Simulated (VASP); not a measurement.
# Zn2CdO3 (P6_3/mmc) in VASP: notebook, part 2 of 2

VASP 6.6.1.

## 3. Single point, PBE

This run uses another cell than the first one, of 15.51 Å³/atom.

Input file INCAR:

```
SYSTEM = Zn2CdO3
ALGO = Normal ; EDIFF = 1E-7
ENCUT = 520 ; GGA = PE
ISIF = 2 ; ISMEAR = 0
LASPH = .True. ; LCHARG = .True.
LELF = .True. ; LREAL = .False.
LVHAR = .True. ; LWAVE = .False.
NBANDS = 66 ; NELM = 80
PREC = Accurate ; SIGMA = 0.1
```

Input file KPOINTS:

```
k-points
0
Gamma
  6 6 4
  0 0 0
```

Input file POSCAR:

```
Zn2CdO3
1.0
    6.1053142966      0.0000000034      0.0000000000
   -3.0526571512      5.2873572772      0.0000000000
    0.0000000000      0.0000000000      5.7653252142
Zn Cd O
4 2 6
Direct
    0.3333333333      0.6666666667      0.2500000000
    0.6666666667      0.3333333333      0.7500000000
    0.0000000000      0.0000000000      0.5000000000
    0.0000000000      0.0000000000      0.0000000000
    0.6666666667      0.3333333333      0.2500000000
    0.3333333333      0.6666666667      0.7500000000
    0.8607208997      0.7214417993      0.2500000000
    0.1392791003      0.2785582007      0.7500000000
    0.1392791003      0.8607208997      0.7500000000
    0.2785582007      0.1392791003      0.2500000000
    0.8607208997      0.1392791003      0.2500000000
    0.7214417993      0.8607208997      0.7500000000
```

Potentials or basis: VASP PAW PBE potentials, release 64 (Zn, Cd, O).

Run with:

```sh
cat potpaw_PBE.64/Zn/POTCAR potpaw_PBE.64/Cd/POTCAR potpaw_PBE.64/O/POTCAR > POTCAR
mpirun -np 1 vasp_std > vasp.out
```

OUTCAR:

```text
SYSTEM = Zn2CdO3
   EDIFF = 1E-7
   ENCUT = 520
   GGA = PE
   ISIF = 2
   ISMEAR = 0
   LASPH = .True.
   LREAL = .False.
   NELM = 80
   PREC = Accurate

 ion  position               nearest neighbor table
   1  0.333  0.667  0.250-   6 2.88   6 2.88
   2  0.667  0.333  0.750-   5 2.88   5 2.88
   3  0.000  0.000  0.500-   9 2.06  11 2.06   7 2.06   8 2.06  10 2.06  12 2.06   4 2.88   4 2.88

   4  0.000  0.000  0.000-   9 2.06  11 2.06   7 2.06   8 2.06  10 2.06  12 2.06   3 2.88   3 2.88

   5  0.667  0.333  0.250-   7 2.05  11 2.05  10 2.05   2 2.88   2 2.88
   6  0.333  0.667  0.750-   8 2.05   9 2.05  12 2.05   1 2.88   1 2.88
[... 1678 lines left out ...]
  energy-cutoff  :      520.00
  volume of cell :      186.11
      direct lattice vectors                 reciprocal lattice vectors
     6.105314297  0.000000003  0.000000000     0.163791731  0.094565200  0.000000000
    -3.052657151  5.287357277  0.000000000    -0.000000000  0.189130401  0.000000000
     0.000000000  0.000000000  5.765325214     0.000000000  0.000000000  0.173450753

 POSITION                                       TOTAL-FORCE (eV/Angst)
 -----------------------------------------------------------------------------------
     -0.00000      3.52490      1.44133        -0.000000     -0.000000     -0.000000
      3.05266      1.76245      4.32399        -0.000000     -0.000000     -0.000000
      0.00000      0.00000      2.88266        -0.000000     -0.000000     -0.000000
      0.00000      0.00000      0.00000        -0.000000     -0.000000     -0.000000
      3.05266      1.76245      1.44133        -0.000000     -0.000000     -0.000000
     -0.00000      3.52490      4.32399        -0.000000     -0.000000     -0.000000
      3.05266      3.81452      1.44133        -0.000000      0.139550      0.000000
     -0.00000      1.47284      4.32399         0.000000     -0.139550     -0.000000
     -1.77714      4.55094      4.32399        -0.120854      0.069775      0.000000
      1.27551      0.73642      1.44133        -0.120854     -0.069775     -0.000000
      4.82980      0.73642      1.44133         0.120854     -0.069775      0.000000
      1.77714      4.55094      4.32399         0.120854      0.069775     -0.000000
 -----------------------------------------------------------------------------------
    total drift:                               -0.000000      0.000000      0.000000

  FREE ENERGIE OF THE ION-ELECTRON SYSTEM (eV)
  ---------------------------------------------------
  free  energy   TOTEN  =       -39.0911427618 eV

  energy  without entropy=      -39.0209481971  energy(sigma->0) =      -39.05604548
```

OSZICAR:

```text
N       E                     dE             d eps       ncg     rms          rms(c)
DAV:   1     0.127221596305E+04    0.12722E+04   -0.51547E+04  2772   0.204E+03
DAV:   2     0.177639031233E+03   -0.10946E+04   -0.10375E+04  2812   0.544E+02
DAV:   3    -0.377042200687E+02   -0.21534E+03   -0.20369E+03  3068   0.211E+02
DAV:   4    -0.544754167904E+02   -0.16771E+02   -0.16581E+02  3118   0.626E+01
DAV:   5    -0.547414542209E+02   -0.26604E+00   -0.26533E+00  3006   0.828E+00    0.294E+01
DAV:   6    -0.406024703439E+02    0.14139E+02   -0.91624E+01  4796   0.109E+02    0.181E+01
DAV:   7    -0.392284495689E+02    0.13740E+01   -0.16060E+01  3298   0.335E+01    0.124E+01
DAV:   8    -0.391890793980E+02    0.39370E-01   -0.37069E+00  3860   0.207E+01    0.516E+00
DAV:   9    -0.391286057036E+02    0.60474E-01   -0.10428E+00  3788   0.157E+01    0.190E+00
DAV:  10    -0.390963313900E+02    0.32274E-01   -0.16835E-01  3464   0.392E+00    0.715E-01
DAV:  11    -0.390939511022E+02    0.23803E-02   -0.12799E-02  3140   0.757E-01    0.520E-01
DAV:  12    -0.390910596035E+02    0.28915E-02   -0.12641E-02  3010   0.587E-01    0.153E-01
DAV:  13    -0.390911354848E+02   -0.75881E-04   -0.57837E-04  3118   0.210E-01    0.362E-02
DAV:  14    -0.390911429994E+02   -0.75147E-05   -0.40045E-05  3090   0.379E-02    0.236E-02
DAV:  15    -0.390911422369E+02    0.76257E-06   -0.10483E-05  3464   0.308E-02    0.549E-03
DAV:  16    -0.390911428190E+02   -0.58210E-06   -0.16265E-06  3064   0.146E-02    0.268E-03
DAV:  17    -0.390911427618E+02    0.57191E-07   -0.21950E-07  2198   0.306E-03
   1 F= -.39091143E+02 E0= -.39056045E+02  d E =-.701946E-01
```

stdout:

```text
POSCAR found type information on POSCAR ZnCdO
 POSCAR found :  3 types and      12 ions
 scaLAPACK will be used
 LDA part: xc-table for (Slater+PW92), standard interpolation
 POSCAR, INCAR and KPOINTS ok, starting setup
 FFT: planning ... GRIDC
 FFT: planning ... GRID_SOFT
 FFT: planning ... GRID
 WAVECAR not read
 entering main loop
```

Wall time 16 min (1 thread of Intel Xeon 8259CL, shared host); peak memory 0.45 GiB.

Results:

| Property | Result |
| --- | --- |
| Free energy | -39.0911 eV |
| Pressure | 0.9 GPa |
| Largest force | 0.140 eV/Å |
| Band gap on the k mesh | zero (bands 54 and 55 overlap by 0.25 eV) |

Forces on the atoms (eV/Å):
```
Zn   0.000  0.000  0.000
Zn   0.000  0.000  0.000
Zn   0.000  0.000  0.000
Zn   0.000  0.000  0.000
Cd   0.000  0.000  0.000
Cd   0.000  0.000  0.000
O    0.000  0.140  0.000
O    0.000 -0.140  0.000
O   -0.121  0.070  0.000
O   -0.121 -0.070  0.000
O    0.121 -0.070  0.000
O    0.121  0.070  0.000
```

Stress tensor (GPa, compression positive):
```
1.14 0.00 0.00
0.00 1.14 0.00
0.00 0.00 0.28
```

Levels at points of the mesh, in eV from the Fermi level:
| k point | band 51 | band 52 | band 53 | band 54 | band 55 | band 56 | band 57 | band 58 |
| --- | --- | --- | --- | --- | --- | --- | --- | --- |
| (0.00, 0.00, 0.00) | -0.41 | -0.31 | 0.01 | 0.01 | 0.17 | 0.17 | 1.99 | 3.39 |
| (0.50, 0.00, 0.00) | -0.49 | -0.29 | 0.02 | 0.17 | 0.44 | 0.69 | 2.64 | 3.01 |
| (0.00, 0.00, 0.50) | -0.47 | -0.47 | -0.08 | -0.08 | -0.08 | -0.08 | 2.50 | 2.50 |
| (0.50, 0.00, 0.50) | -0.64 | -0.64 | 0.01 | 0.01 | 0.07 | 0.07 | 2.83 | 2.83 |

Caveat: semilocal functionals underestimate gaps, and a narrow one can read as zero.
